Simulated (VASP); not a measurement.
# CrO2 (P4_2/mnm) in VASP: single point with PBE+U

Aim: the single point of CrO2 with PBE+U.

Everything below comes from runs of VASP 6.6.1. Logs are shortened: lines on timing, memory, paths and dates and some standing lists are left out, and cuts for length are marked.

## Step 1: The cell of the first run

Symmetry: P4_2/mnm, No. 136, tetragonal system. The conventional cell has a = 4.421 Å, b = 4.421 Å, c = 2.917 Å, α = 90.00°, β = 90.00°, γ = 90.00°. Cr (site symmetry mmm) has 6 O at 1.88 to 1.92 Å within 2.5 Å. O (site symmetry m2m) has 3 Cr at 1.88 to 1.92 Å and 1 O at 2.49 Å within 2.5 Å.

## Step 2: Single point, PBE+U, collinear spin, ferromagnetic start

INCAR

```
SYSTEM = CrO2
PREC     = Accurate       ! precision mode
ENCUT    = 600            ! plane-wave cutoff, eV
EDIFF    = 1E-6           ! SCF threshold, eV
ISMEAR   = 1              ! smearing method
SIGMA    = 0.2            ! smearing width, eV
LREAL    = .False.        ! projectors in reciprocal space
LASPH    = .True.         ! aspherical terms in the spheres
NELM     = 200            ! most SCF steps
ALGO     = Normal         ! electronic algorithm
ISIF     = 2              ! what is computed and relaxed
LWAVE    = .False.        ! write WAVECAR
LCHARG   = .False.        ! write CHGCAR
ISPIN    = 2              ! spin polarisation
MAGMOM   = 3 3 0 0 0 0    ! initial moments
LORBIT   = 11             ! projections on sites
LMAXMIX  = 4              ! l up to which the mixer works
LDAU     = .True.         ! DFT+U
LDAUTYPE = 2            
LDAUL    = 2 -1           ! shell
LDAUU    = 3 0            ! U, eV
LDAUJ    = 0 0          
LDAUPRINT= 1            
GGA      = PE             ! functional
NBANDS   = 37             ! bands
GGA_COMPAT= .False.
```

KPOINTS

```
regular mesh
0
Gamma
  5 5 7
  0 0 0
```

POSCAR

```
CrO2
1.0
    4.4210000000      0.0000000000      0.0000000000
    0.0000000000      4.4210000000      0.0000000000
    0.0000000000      0.0000000000      2.9170000000
Cr O
2 4
Direct
    0.0000000000      0.0000000000      0.0000000000
    0.5000000000      0.5000000000      0.5000000000
    0.3010000000      0.3010000000      0.0000000000
    0.1990000000      0.8010000000      0.5000000000
    0.6990000000      0.6990000000      0.0000000000
    0.8010000000      0.1990000000      0.5000000000
```

Potentials or basis: VASP PAW PBE potentials, release 64 (Cr_pv, O).

Run with:

```sh
cat potpaw_PBE.64/Cr_pv/POTCAR potpaw_PBE.64/O/POTCAR > POTCAR
mpirun -np 1 vasp_std > vasp.out
```

OUTCAR:

```text
SYSTEM = CrO2
   PREC = Accurate
   ENCUT = 600
   EDIFF = 1E-6
   ISMEAR = 1
   LREAL = .False.
   LASPH = .True.
   NELM = 200
   ISIF = 2
   ISPIN = 2
   LORBIT = 11
   GGA = PE

 ion  position               nearest neighbor table
   1  0.000  0.000  0.000-   3 1.88   5 1.88   4 1.92   6 1.92   4 1.92   6 1.92
   2  0.500  0.500  0.500-   4 1.88   6 1.88   5 1.92   3 1.92   3 1.92   5 1.92
   3  0.301  0.301  0.000-   1 1.88   2 1.92   2 1.92
   4  0.199  0.801  0.500-   2 1.88   1 1.92   1 1.92
   5  0.699  0.699  0.000-   1 1.88   2 1.92   2 1.92
   6  0.801  0.199  0.500-   2 1.88   1 1.92   1 1.92

  LATTYP: Found a simple tetragonal cell.
 ALAT       =     4.4210000000
 C/A-ratio  =     0.6598054739

  Lattice vectors:

 A1 = (   4.4210000000,   0.0000000000,   0.0000000000)
 A2 = (   0.0000000000,   4.4210000000,   0.0000000000)
 A3 = (   0.0000000000,   0.0000000000,   2.9170000000)

Analysis of symmetry for initial positions (statically):
=====================================================================
 Subroutine PRICEL returns:
 Original cell was already a primitive cell.

 Routine SETGRP: Setting up the symmetry group for a
 simple tetragonal supercell.

 Subroutine GETGRP returns: Found 16 space group operations
 (whereof  8 operations were pure point group operations)
 out of a pool of 16 trial point group operations.

The static configuration has the point symmetry D_2h.
 The point group associated with its full space group is D_4h.

Analysis of symmetry for dynamics (positions and initial velocities):
=====================================================================
 Subroutine PRICEL returns:
 Original cell was already a primitive cell.

 Routine SETGRP: Setting up the symmetry group for a
 simple tetragonal supercell.

 Subroutine GETGRP returns: Found 16 space group operations
 (whereof  8 operations were pure point group operations)
 out of a pool of 16 trial point group operations.

The dynamic configuration has the point symmetry D_2h.
 The point group associated with its full space group is D_4h.

Analysis of structural, dynamic, and magnetic symmetry:
=====================================================================
 Subroutine PRICEL returns:
 Original cell was already a primitive cell.

 Routine SETGRP: Setting up the symmetry group for a
 simple tetragonal supercell.

 Subroutine GETGRP returns: Found 16 space group operations
 (whereof  8 operations were pure point group operations)
 out of a pool of 16 trial point group operations.

The overall configuration has the point symmetry D_2h.
 The point group associated with its full space group is D_4h.

[... 214 lines left out ...]
 number of electron      48.0000027 magnetization       3.9999161

 Free energy of the ion-electron system (eV)
  ---------------------------------------------------
  ext. energy  EPLUGINS =         0.00000000
  ---------------------------------------------------
  free energy    TOTEN  =       -45.35829670 eV

  energy without entropy =      -45.36055027  energy(sigma->0) =      -45.35904789

 E-fermi :   5.4091     XC(G=0): -11.9028

 val. band max:        5.3701635620   @ k =   0.0000   0.0000   0.4286
 cond. band min:       5.5158881760   @ k =   0.2000   0.2000   0.4286
 fundamental gap:      0.1457246140
 Fermi energy:         5.4091373334

 spin component 1

 k-point     1 :       0.0000    0.0000    0.0000
  band No.  band energies     occupation
      1     -39.4663      1.00000
      2     -39.4663      1.00000
      3     -39.3881      1.00000
      4     -39.3881      1.00000
      5     -39.1883      1.00000
      6     -39.1742      1.00000
[... 925 lines left out ...]
     35      17.1113      0.00000
     36      17.4423      0.00000
 Fermi energy:         5.4091373334

 spin component 2

 k-point     1 :       0.0000    0.0000    0.0000
  band No.  band energies     occupation
      1     -37.2260      1.00000
      2     -37.2260      1.00000
      3     -37.0068      1.00000
      4     -37.0068      1.00000
      5     -36.5562      1.00000
      6     -36.5391      1.00000
[... 925 lines left out ...]
     35      17.2196      0.00000
     36      17.5172      0.00000
 [bands above 36 left out]

------------------------ aborting loop because EDIFF is reached ----------------------------------------

  FORCE on cell =-STRESS in cart. coord.  units (eV):
  Direction    XX          YY          ZZ          XY          YZ          ZX
  --------------------------------------------------------------------------------------
  -------------------------------------------------------------------------------------
  Total        2.9455929      2.9455929      4.0837101      0.0000000      0.0000000      0.0000000
  in kB       82.7762692     82.7762692    114.7593374      0.0000000      0.0000000      0.0000000
  external PRESSURE =      93.4372920 kB  Pullay stress =       0.0000000 kB

 VOLUME and BASIS-vectors are now :
 -----------------------------------------------------------------------------
  energy-cutoff  :      600.00
  volume of cell :       57.01
      direct lattice vectors                 reciprocal lattice vectors
     4.421000000  0.000000000  0.000000000     0.226193169  0.000000000  0.000000000
     0.000000000  4.421000000  0.000000000     0.000000000  0.226193169  0.000000000
     0.000000000  0.000000000  2.917000000     0.000000000  0.000000000  0.342817964

 POSITION                                       TOTAL-FORCE (eV/Angst)
 -----------------------------------------------------------------------------------
      0.00000      0.00000      0.00000         0.000000      0.000000      0.000000
      2.21050      2.21050      1.45850         0.000000      0.000000      0.000000
      1.33072      1.33072      0.00000        -0.000178     -0.000178     -0.000000
      0.87978      3.54122      1.45850         0.000178     -0.000178     -0.000000
      3.09028      3.09028      0.00000         0.000178      0.000178      0.000000
      3.54122      0.87978      1.45850        -0.000178      0.000178      0.000000
 -----------------------------------------------------------------------------------
    total drift:                                0.000000      0.000000      0.000000

  FREE ENERGIE OF THE ION-ELECTRON SYSTEM (eV)
  ---------------------------------------------------
  free  energy   TOTEN  =       -45.3582966990 eV

  energy  without entropy=      -45.3605502713  energy(sigma->0) =      -45.35904789

 total charge

# of ion       s       p       d       tot
------------------------------------------
    1        0.373   6.473   3.986  10.832
    2        0.373   6.473   3.986  10.832
    3        1.568   3.479   0.000   5.047
    4        1.568   3.479   0.000   5.047
    5        1.568   3.479   0.000   5.047
    6        1.568   3.479   0.000   5.047
--------------------------------------------------
tot          7.019  26.862   7.971  41.853

 magnetization (x)

# of ion       s       p       d       tot
------------------------------------------
    1        0.027   0.035   2.267   2.328
    2        0.027   0.035   2.267   2.328
    3       -0.005  -0.161   0.000  -0.166
    4       -0.005  -0.161   0.000  -0.166
    5       -0.005  -0.161   0.000  -0.166
    6       -0.005  -0.161   0.000  -0.166
--------------------------------------------------
tot          0.033  -0.575   4.533   3.991
```

It took 2 min on 1 thread of AMD EPYC 7R43 (Zen 3), shared host; peak memory 0.21 GiB.

What came out:

| Property | Result |
| --- | --- |
| Free energy | -45.3583 eV |
| Pressure | 9.3 GPa |
| Band gap on the k mesh | zero (filled and empty bands overlap) |
| Net moment | 4.00 μB per cell |
| Site moments | Cr +2.33; O -0.17 μB |
| Valence electrons inside the program's atomic spheres | Cr 10.83; O 5.05 |

Levels at points of the mesh, in eV from the Fermi level:
Spin up:
```tsv
k point	band 24	band 25	band 26	band 27	band 28	band 29
(0.00, 0.00, 0.00)	-1.22	-0.75	-0.75	-0.13	1.34	1.42
```
Spin down:
```
           k point  band 20  band 21  band 22  band 23  band 24  band 25
(0.00, 0.00, 0.00)    -1.12    -1.12    -0.68     2.20     2.25     2.45
```

Eigenvalues of the final occupation matrices:
```csv
site,spin,trace,eigenvalues
site 1 d,1,3.15,0.39 0.44 0.51 0.85 0.95
site 1 d,2,0.88,0.06 0.09 0.11 0.30 0.31
site 2 d,1,3.15,0.39 0.44 0.51 0.85 0.95
site 2 d,2,0.88,0.06 0.09 0.11 0.30 0.31
```

Caveat: only a ferromagnetic start was run, and an antiferromagnetic order may lie lower in energy. The state reached can hang on the start; a lower one may exist.
